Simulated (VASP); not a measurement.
# SiC (P1) in VASP: a series of runs

Runs on SiC. Level: PBE. Tasks: single point.

Program: VASP 6.6.1. These are calculated values, not measurements. Logs are shortened: lines on timing, memory, paths and dates and some standing lists are left out, and cuts for length are marked.

### Step 1. The cell of the first run

The typed cell holds 4 atoms: a = 3.076 Å, b = 3.076 Å, c = 5.048 Å, α = 90.00°, β = 90.00°, γ = 120.00°.

### Step 2. Single point, PBE (atom 1 (Si) moved by (+0.100, +0.200) A along [1 1 0] and z)

INCAR reads:

```
SYSTEM = SiC
ALGO = Normal
EDIFF = 1E-7
ENCUT = 520
GGA = PE
ISIF = 2
ISMEAR = 0
LASPH = .TRUE.
LCHARG = .FALSE.
LREAL = .FALSE.
LWAVE = .FALSE.
NBANDS = 16
NELM = 80
PREC = Accurate
SIGMA = 0.05
```

KPOINTS reads:

```
k-points
0
G
  6 6 4
  0 0 0
```

POSCAR reads:

```
SiC
1.0
    3.0759982064      0.0000000000      0.0000000000
   -1.5379991032      2.6638925888      0.0000000000
    0.0000000000      0.0000000000      5.0480000000
Si C
2 2
Direct
    0.3695932723      0.6932107843      0.0396196513
    0.6666666667      0.3333333333      0.5000000000
    0.3333333333      0.6666666667      0.3850000000
    0.6666666667      0.3333333333      0.8850000000
```

Potentials or basis: VASP PAW PBE potentials, release 64 (Si, C).

Launch:

```console
$ cat potpaw_PBE.64/Si/POTCAR potpaw_PBE.64/C/POTCAR > POTCAR
$ mpirun -np 1 vasp_std > vasp.out
```

OUTCAR:

```text
SYSTEM = SiC
   EDIFF = 1E-7
   ENCUT = 520
   GGA = PE
   ISIF = 2
   ISMEAR = 0
   LASPH = .TRUE.
   LREAL = .FALSE.
   NELM = 80
   PREC = Accurate

 ion  position               nearest neighbor table
   1  0.370  0.693  0.040-   3 1.75   4 1.88   4 1.92   4 2.03   2 2.88   2 2.91   2 2.98
   2  0.667  0.333  0.500-   3 1.87   3 1.87   3 1.87   4 1.94   1 2.88   1 2.91   1 2.98
   3  0.333  0.667  0.385-   1 1.75   2 1.87   2 1.87   2 1.87
   4  0.667  0.333  0.885-   1 1.88   1 1.92   2 1.94   1 2.03

  LATTYP: Found a hexagonal cell.
 ALAT       =     3.0759982064
 C/A-ratio  =     1.6410932846

  Lattice vectors:

 A1 = (   3.0759982064,   0.0000000000,   0.0000000000)
 A2 = (  -1.5379991032,   2.6638925888,   0.0000000000)
 A3 = (   0.0000000000,   0.0000000000,   5.0480000000)

Analysis of symmetry for initial positions (statically):
=====================================================================
 Subroutine PRICEL returns:
 Original cell was already a primitive cell.

 Routine SETGRP: Setting up the symmetry group for a
 hexagonal supercell.

 Subroutine GETGRP returns: Found  1 space group operations
 (whereof  1 operations were pure point group operations)
 out of a pool of 24 trial point group operations.

The static configuration has the point symmetry C_1 .

Analysis of symmetry for dynamics (positions and initial velocities):
=====================================================================
 Subroutine PRICEL returns:
 Original cell was already a primitive cell.

 Routine SETGRP: Setting up the symmetry group for a
 hexagonal supercell.

 Subroutine GETGRP returns: Found  1 space group operations
 (whereof  1 operations were pure point group operations)
 out of a pool of 24 trial point group operations.

The dynamic configuration has the point symmetry C_1 .

 Subroutine INISYM returns: Found  1 space group operations
 (whereof  1 operations are pure point group operations),
 and found     1 'primitive' translations

----------------------------------------------------------------------------------------

                                     Primitive cell

  volume of cell :      41.3640

  direct lattice vectors                    reciprocal lattice vectors
     3.075998206  0.000000000  0.000000000     0.325097719  0.187695255  0.000000000
    -1.537999103  2.663892589  0.000000000     0.000000000  0.375390511  0.000000000
     0.000000000  0.000000000  5.048000000     0.000000000  0.000000000  0.198098257

  length of vectors
     3.075998206  3.075998206  5.048000000     0.375390511  0.375390511  0.198098257

  position of ions in fractional coordinates (direct lattice)
     0.369593272  0.693210784  0.039619651
     0.666666667  0.333333333  0.500000000
     0.333333333  0.666666667  0.385000000
     0.666666667  0.333333333  0.885000000

  ion indices of the primitive-cell ions
   primitive index   ion index
                 1           1
                 2           2
                 3           3
                 4           4

----------------------------------------------------------------------------------------

 KPOINTS: k-points

Automatic generation of k-mesh.
 Grid dimensions read from file:
 generate k-points for:    6    6    4

 Generating k-lattice:

  Cartesian coordinates                     Fractional coordinates (reciprocal lattice)
     0.054182953  0.031282543  0.000000000     0.166666667 -0.000000000  0.000000000
     0.000000000  0.062565085  0.000000000     0.000000000  0.166666667  0.000000000
     0.000000000  0.000000000  0.049524564     0.000000000  0.000000000  0.250000000

  Length of vectors
     0.062565085  0.062565085  0.049524564

  Shift w.r.t. Gamma in fractional coordinates (k-lattice)
     0.000000000  0.000000000  0.000000000

 Subroutine IBZKPT returns following result:
 ===========================================

 Found     76 irreducible k-points:

 Following reciprocal coordinates:
            Coordinates               Weight
  0.000000  0.000000  0.000000      1.000000
  0.166667 -0.000000  0.000000      2.000000
  0.000000  0.166667  0.000000      2.000000
 -0.166667  0.166667  0.000000      2.000000
  0.333333 -0.000000  0.000000      2.000000
  0.000000  0.333333  0.000000      2.000000
[... 16 lines left out ...]
  0.000000  0.166667  0.250000      2.000000
 -0.166667  0.166667  0.250000      2.000000
 [... further k-points ...]
   k-points           NKPTS =     76   k-points in BZ     NKDIM =     76   number of bands    NBANDS=     16
   number of dos      NEDOS =    301   number of ions     NIONS =      4
   total plane-waves  NPLWV =  23040
   dimension x,y,z NGX =    24 NGY =   24 NGZ =   40
   dimension x,y,z NGXF=    48 NGYF=   48 NGZF=   80
   ions per type =               2   2
   NGX,Y,Z   is equivalent  to a cutoff of  12.97, 12.97, 13.17 a.u.
   NGXF,Y,Z  is equivalent  to a cutoff of  25.94, 25.94, 26.35 a.u.
 SYSTEM =  SiC
   PREC   = accura    normal or accurate (medium, high low for compatibility)
   ISTART =      0    job   : 0-new  1-cont  2-samecut
   ICHARG =      2    charge: 1-file 2-atom 10-const
   ISPIN  =      1    spin polarized calculation?
   LNONCOLLINEAR =      F non collinear calculations
   LSORBIT =      F    spin-orbit coupling
   LASPH  =      T    aspherical Exc in radial PAW
   ENCUT  =  520.0 eV  38.22 Ry    6.18 a.u.   5.72  5.72  9.39*2*pi/ulx,y,z
   NELM   =     80;   NELMIN=  2; NELMDL= -5     # of ELM steps
   EDIFF  = 0.1E-06   stopping-criterion for ELM
   LREAL  =      F    real-space projection
   EDIFFG = 0.1E-05   stopping-criterion for IOM
   NSW    =      0    number of steps for IOM
   IBRION =     -1    ionic relax: 0-MD 1-quasi-New 2-CG
   NFREE  =      0    steps in history (QN), initial steepest desc. (CG)
   ISIF   =      2    stress and relaxation
   ISYM   =      2    0-nonsym 1-usesym 2-fastsym
   POTIM  = 0.5000    time-step for ionic-motion
   TEBEG  =    0.0;   TEEND  =   0.0 temperature during run
   PSTRESS=    0.0 pullay stress
   NELECT =      16.0000    total number of electrons
   NUPDOWN=      -1.0000    fix difference up-down
   EMIN   =  10.00;   EMAX   =-10.00  energy-range for DOS
   EFERMI =   0.00;   METHOD = LEGACY
   ISMEAR =     0;   SIGMA  =   0.05  broadening in eV -4-tet -1-fermi 0-gaus
   EFERMI_NEDOS =   21; number of points for ismear=-14 and -15
   IALGO  =     38    algorithm
   IMIX   =      4    mixing-type and parameters
     AMIX     =   0.40;   BMIX     =  1.00
     AMIX_MAG =   1.60;   BMIX_MAG =  1.00
  volume/ion in A,a.u.               =      10.34        69.78
  Fermi-wavevector in a.u.,A,eV,Ry     =   1.192818  2.254099 19.358564  1.422814
  Thomas-Fermi vector in A             =   2.328847
   LORBIT       =      0    0 simple, 1 ext, 2 COOP (PROOUT), +10 PAW based schemes
   GGA     = PE    functional components
   LHFCALC =     F    Hartree Fock is set to
   AEXX    =    0.0000 exact exchange contribution
   IVDW    =     0    specifies the selected vdW correction
   LEPSILON=     F    determine dielectric tensor
   LRPA    =     F    only Hartree local field effects (RPA)
 non-spin polarized calculation
 Gauss-broadening in eV      SIGMA  =   0.05
  energy-cutoff  :      520.00
  volume of cell :       41.36
 maximum number of plane-waves:      1132
   NGX = 11   NGY = 11   NGZ = 19

 number of electron      16.0000000 magnetization

 Free energy of the ion-electron system (eV)
  ---------------------------------------------------
  ext. energy  EPLUGINS =         0.00000000
  ---------------------------------------------------
  free energy    TOTEN  =       -29.55485734 eV

  energy without entropy =      -29.55485734  energy(sigma->0) =      -29.55485734

 E-fermi :   9.4003     XC(G=0): -11.3485

 val. band max:        9.1633742613   @ k =   0.0000   0.0000   0.0000
 cond. band min:      10.2822080889   @ k =   0.3333   0.3333   0.0000
 fundamental gap:      1.1188338276
 Fermi energy:         9.4002863105

 k-point     1 :       0.0000    0.0000    0.0000
  band No.  band energies     occupation
      1      -7.5539      2.00000
      2      -3.5225      2.00000
      3      -0.6411      2.00000
      4       6.4628      2.00000
      5       6.5595      2.00000
      6       7.8268      2.00000
[... 8 lines left out ...]
     15      17.5205      0.00000
     16      19.3114      0.00000

 k-point     2 :       0.1667   -0.0000    0.0000
  band No.  band energies     occupation
      1      -7.0838      2.00000
      2      -3.1258      2.00000
      3      -0.2144      2.00000
      4       4.4967      2.00000
      5       5.8510      2.00000
      6       7.2894      2.00000
[... 8 lines left out ...]
     15      17.8998      0.00000
     16      18.2967      0.00000

 k-point     3 :       0.0000    0.1667    0.0000
  band No.  band energies     occupation
      1      -7.0800      2.00000
      2      -3.1199      2.00000
      3      -0.2139      2.00000
      4       4.4199      2.00000
      5       5.9263      2.00000
      6       6.9045      2.00000
[... 8 lines left out ...]
     15      17.8924      0.00000
     16      18.0903      0.00000

 k-point     4 :      -0.1667    0.1667    0.0000
  band No.  band energies     occupation
      1      -7.0810      2.00000
      2      -3.1212      2.00000
      3      -0.2141      2.00000
      4       4.4392      2.00000
      5       5.9072      2.00000
      6       6.9893      2.00000
[... 8 lines left out ...]
     15      17.8984      0.00000
     16      18.1368      0.00000
[... 324 lines left out ...]
 k-point    22 :       0.1667   -0.0000    0.2500
  band No.  band energies     occupation
      1      -6.8513      2.00000
      2      -4.0834      2.00000
      3       1.1930      2.00000
      4       4.6810      2.00000
      5       5.9732      2.00000
      6       6.2171      2.00000
[... 8 lines left out ...]
     15      17.9671      0.00000
     16      19.1149      0.00000

 k-point    23 :       0.0000    0.1667    0.2500
  band No.  band energies     occupation
      1      -6.8477      2.00000
      2      -4.0782      2.00000
      3       1.1993      2.00000
      4       4.5678      2.00000
      5       6.0233      2.00000
      6       6.1557      2.00000
[... 8 lines left out ...]
     15      17.5165      0.00000
     16      18.6606      0.00000

 k-point    24 :      -0.1667    0.1667    0.2500
  band No.  band energies     occupation
      1      -6.8478      2.00000
      2      -4.0834      2.00000
      3       1.2194      2.00000
      4       4.5981      2.00000
      5       5.9479      2.00000
      6       6.0966      2.00000
[... 8 lines left out ...]
     15      17.9124      0.00000
     16      19.1249      0.00000

 [... further k-points ...]

------------------------ aborting loop because EDIFF is reached ----------------------------------------

  FORCE on cell =-STRESS in cart. coord.  units (eV):
  Direction    XX          YY          ZZ          XY          YZ          ZX
  --------------------------------------------------------------------------------------
  -------------------------------------------------------------------------------------
  Total        0.5007938      1.0648649      3.0376393     -0.2121744     -0.4378428     -0.3176172
  in kB       19.3975715     41.2461049    117.6588646     -8.2182886    -16.9592494    -12.3024735
  external PRESSURE =      59.4341803 kB  Pullay stress =       0.0000000 kB

 VOLUME and BASIS-vectors are now :
 -----------------------------------------------------------------------------
  energy-cutoff  :      520.00
  volume of cell :       41.36
      direct lattice vectors                 reciprocal lattice vectors
     3.075998206  0.000000000  0.000000000     0.325097719  0.187695255  0.000000000
    -1.537999103  2.663892589  0.000000000     0.000000000  0.375390511  0.000000000
     0.000000000  0.000000000  5.048000000     0.000000000  0.000000000  0.198098257

 POSITION                                       TOTAL-FORCE (eV/Angst)
 -----------------------------------------------------------------------------------
      0.07071      1.84664      0.20000        -0.822990     -1.023870     -5.556230
      1.53800      0.88796      2.52400         0.050197      0.057248      2.570227
     -0.00000      1.77593      1.94348         0.086078      0.087183      1.922461
      1.53800      0.88796      4.46748         0.686715      0.879439      1.063542
 -----------------------------------------------------------------------------------
    total drift:                                0.000014      0.000008     -0.000192

  FREE ENERGIE OF THE ION-ELECTRON SYSTEM (eV)
  ---------------------------------------------------
  free  energy   TOTEN  =       -29.5548573437 eV

  energy  without entropy=      -29.5548573437  energy(sigma->0) =      -29.55485734
```

It took 31 s on 1 thread of Intel Xeon Platinum 8488C (Sapphire Rapids), shared host; peak memory 0.17 GiB.

What came out:

```
Free energy            : -29.5549 eV
Pressure               : 5.9 GPa
Largest force          : 5.709 eV/Å
Band gap on the k mesh : 1.12 eV, indirect (least direct gap 3.23 eV)
```

Forces in eV/Å, atoms in the order of the input:
```
Si  -0.823 -1.024 -5.556
Si   0.050  0.057  2.570
C    0.086  0.087  1.922
C    0.687  0.879  1.064
```

Caveat: the cell differs from its parent crystal (atom 1 (Si) moved by (+0.100, +0.200) A along [1 1 0] and z); forces of over 1 eV/Å act on the atoms, so gaps and moduli don't describe the material at rest. A k mesh can miss the band edges.

### Step 3. Single point, PBE (atom 1 (Si) moved by (-0.100, -0.100) A along [1 1 0] and z)

INCAR reads:

```
PREC = Accurate
ENCUT = 520
EDIFF = 1E-6
ISMEAR = 0
SIGMA = 0.05
LREAL = F
LASPH = T
NELM = 100
ALGO = Normal
ISIF = 2
LWAVE = F
LCHARG = F
GGA = PE
NBANDS = 16
```

KPOINTS reads:

```
Automatic mesh
0
Gamma
  6 6 4
```

POSCAR: that of step 2 with these lines changed.

```diff
@@ -8,3 +8,3 @@
 Direct
-    0.3695932723      0.6932107843      0.0396196513
+    0.2970733944      0.6401225491     -0.0198098257
     0.6666666667      0.3333333333      0.5000000000
```

Potentials or basis: VASP PAW PBE potentials, release 64 (Si, C).

Launch:

```console
$ cat potpaw_PBE.64/Si/POTCAR potpaw_PBE.64/C/POTCAR > POTCAR
$ mpirun -np 1 vasp_std > vasp.out
```

It took 26 s on 1 thread of Intel Xeon Platinum 8488C (Sapphire Rapids), shared host; peak memory 0.17 GiB.

The run converged. Its results:

```
Free energy            : -29.7442 eV
Pressure               : 5.5 GPa
Largest force          : 4.015 eV/Å
Band gap on the k mesh : 2.13 eV, indirect (least direct gap 4.01 eV)
```

Forces on the atoms (eV/Å):
```
Si   2.150  1.791  2.879
Si  -0.039 -0.037 -0.127
C   -0.145 -0.147 -1.093
C   -1.966 -1.606 -1.658
```

Stress tensor (GPa, compression positive):
```
12.24  3.91  2.15
 3.91  5.31  1.55
 2.15  1.55 -1.10
```

Levels at points of the mesh, in eV from the valence-band top:
```tsv
k point	band 6	band 7	band 8	band 9	band 10	band 11
(0.00, 0.00, 0.00)	-0.68	-0.47	0.00	4.22	5.70	5.93
(0.50, 0.00, 0.00)	-3.83	-3.52	-1.74	2.33	4.09	6.52
(0.00, 0.50, 0.00)	-4.09	-3.22	-1.91	2.13	3.96	6.39
(0.50, 0.50, 0.00)	-3.99	-3.30	-1.85	2.16	3.98	6.40
(0.00, 0.00, 0.50)	-1.35	-0.97	-0.95	5.08	5.64	6.22
(0.50, 0.00, 0.50)	-2.68	-2.66	-2.21	2.68	2.90	4.51
(0.00, 0.50, 0.50)	-2.74	-2.67	-2.24	2.78	2.98	4.56
(0.50, 0.50, 0.50)	-2.74	-2.65	-2.22	2.74	2.95	4.54
```

Caveat: the cell differs from its parent crystal (atom 1 (Si) moved by (-0.100, -0.100) A along [1 1 0] and z); forces of over 1 eV/Å act on the atoms, so gaps and moduli don't describe the material at rest. A k mesh can miss the band edges.

### Step 4. Single point, PBE (atom 1 (Si) moved by (-0.100, +0.100) A along [1 1 0] and z)

INCAR reads:

```
SYSTEM = SiC
  PREC = Accurate
  ENCUT = 520
  EDIFF = 1E-6
  ISMEAR = 0
  SIGMA = 0.05
  LREAL = .FALSE.
  LASPH = .TRUE.
  NELM = 80
  ALGO = Normal
  ISIF = 2
  LWAVE = .FALSE.
  LCHARG = .FALSE.
  GGA = PE
  NBANDS = 16
```

KPOINTS reads:

```
Automatic mesh
0
G
  6 6 4
  0 0 0
```

POSCAR: that of step 3 with these lines changed.

```diff
@@ -8,3 +8,3 @@
 Direct
-    0.2970733944      0.6401225491     -0.0198098257
+    0.2970733944      0.6401225491      0.0198098257
     0.6666666667      0.3333333333      0.5000000000
```

Launch:

```console
$ cat potpaw_PBE.64/Si/POTCAR potpaw_PBE.64/C/POTCAR > POTCAR
$ mpirun -np 1 vasp_std > vasp.out
```

Wall time 24 s (1 thread of Intel Xeon Platinum 8488C (Sapphire Rapids), shared host); peak memory 0.18 GiB.

Results (log left out):

- Free energy: -29.9038 eV
- Pressure: 4.4 GPa
- Largest force: 2.719 eV/Å
- Band gap on the k mesh: 1.81 eV, indirect (least direct gap 3.73 eV)

Forces on the atoms (eV/Å):
```
Si   1.550  1.301 -1.816
Si  -0.052 -0.048  1.660
C   -0.140 -0.140  0.154
C   -1.358 -1.113  0.003
```

Stress tensor (GPa, compression positive):
```
6.15 2.11 2.15
2.11 2.56 1.60
2.15 1.60 4.40
```

Levels at points of the mesh, in eV from the valence-band top:
```
           k point  band 4  band 5  band 6  band 7  band 8  band 9  band 10  band 11  band 12  band 13
(0.00, 0.00, 0.00)   -2.00   -1.81   -0.72   -0.43    0.00    4.26     5.77     6.03     6.36     7.33
(0.50, 0.00, 0.00)   -6.90   -5.80   -3.86   -3.79   -1.37    2.36     3.84     6.56     6.67     9.46
(0.00, 0.50, 0.00)   -6.53   -5.90   -3.89   -3.64   -1.65    2.22     3.71     6.34     6.69     9.43
(0.50, 0.50, 0.00)   -6.62   -5.89   -3.85   -3.70   -1.55    2.23     3.73     6.37     6.72     9.51
(0.00, 0.00, 0.50)   -4.63   -1.62   -1.59   -1.06   -0.33    5.07     5.74     6.51     6.65     6.89
(0.50, 0.00, 0.50)   -8.59   -3.31   -2.94   -2.57   -2.24    2.63     2.80     4.82     5.02     9.73
(0.00, 0.50, 0.50)   -8.19   -3.33   -3.05   -2.60   -2.51    2.73     2.91     4.67     4.94     9.69
(0.50, 0.50, 0.50)   -8.31   -3.34   -3.06   -2.60   -2.36    2.70     2.87     4.73     4.91     9.71
```

Caveat: the cell differs from its parent crystal (atom 1 (Si) moved by (-0.100, +0.100) A along [1 1 0] and z); forces of over 1 eV/Å act on the atoms, so gaps and moduli don't describe the material at rest.
